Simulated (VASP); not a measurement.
Input of a VASP 6.6.1 run:

File INCAR:

```
SYSTEM = LiBPt
ALGO = Normal
EDIFF = 1E-6
ENCUT = 880
GGA = PE
GGA_COMPAT = .FALSE.
ISIF = 2
ISMEAR = 0
LASPH = .TRUE.
LCHARG = .FALSE.
LREAL = .FALSE.
LWAVE = .FALSE.
NBANDS = 19
NELM = 120
PREC = Accurate
SIGMA = 0.1
```

Contents of KPOINTS:

```
k-points
0
G
  6 6 6
  0 0 0
```

The input POSCAR:

```
LiBPt
1.0
    3.4937649370      0.0000000029      0.0000000000
   -1.7468824710      3.0256891889      0.0000000000
    0.0000000000      0.0000000000      4.0244732710
Li B Pt
1 1 1
Direct
    0.0000000000      0.0000000000      0.0000000000
    0.6666666667      0.3333333333      0.5000000000
    0.3333333333      0.6666666667      0.5000000000
```

Potentials or basis: VASP PAW PBE potentials, release 64 (Li_sv, B, Pt_sv_GW).

Run with:

```console
$ cat potpaw_PBE.64/Li_sv/POTCAR potpaw_PBE.64/B/POTCAR potpaw_PBE.64/Pt_sv_GW/POTCAR > POTCAR
$ mpirun -np 1 vasp_std > vasp.out
```

Question: Estimate the pressure.

Answer: 0.2 GPa.

Question: Estimate the band gap on the k mesh.

Answer: Zero (bands 12 and 13 overlap by 1.69 eV).

Stress tensor (GPa, compression positive):
```
0.20 0.00 0.00
0.00 0.20 0.00
0.00 0.00 0.12
```

Caveat: spin-orbit coupling is left out, which moves the levels of the heavy elements.
